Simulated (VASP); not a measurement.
Runs of VASP 6.6.1 on Y. The structure is that of space group Fm-3m (No. 225), or close to it. The cells are those of the table. 

```csv
cell,gap on the mesh (eV),pressure (GPa)
"a = 3.795 Å, angles 60.0°, 1 atom",none,-6.5
"a = 3.233 Å, angles 60.0°, 1 atom",none,(c)
"a = 3.585, b = 3.585, c = 3.514 Å, angles 60.7, 60.7, 58.7°, 1 atom",none,-1.5
"a = 3.726, b = 3.726, c = 3.655 Å, angles 60.6, 60.6, 58.7°, 1 atom",none,-5.0
"a = 3.445, b = 3.445, c = 3.374 Å, angles 60.7, 60.7, 58.6°, 1 atom",none,4.0
"a = 3.374 Å, angles 60.0°, 1 atom",none,6.3
"a = 3.304, b = 3.304, c = 3.233 Å, angles 60.7, 60.7, 58.6°, 1 atom",none,(b)
"a = 3.655 Å, angles 60.0°, 1 atom",none,(a)
```

Alike in all rows: task single point; level PBEsol; potentials or basis VASP PAW PBE potentials, release 64 (Y_sv); no spin polarisation; k mesh 16 × 16 × 16; cutoff (eV) 520; smearing gaussian 0.15 eV.

Problem. Estimate the missing entries.

Solution. (a) -4.0; (b) 12.1; (c) 15.6.

Caveats: the PAW data sets were made with another functional, which shifts forces and pressure a little.

A k mesh can miss the band edges, and the runs leave out spin-orbit coupling on Y.

A gap of «none» marks levels without a gap at the run's occupations.
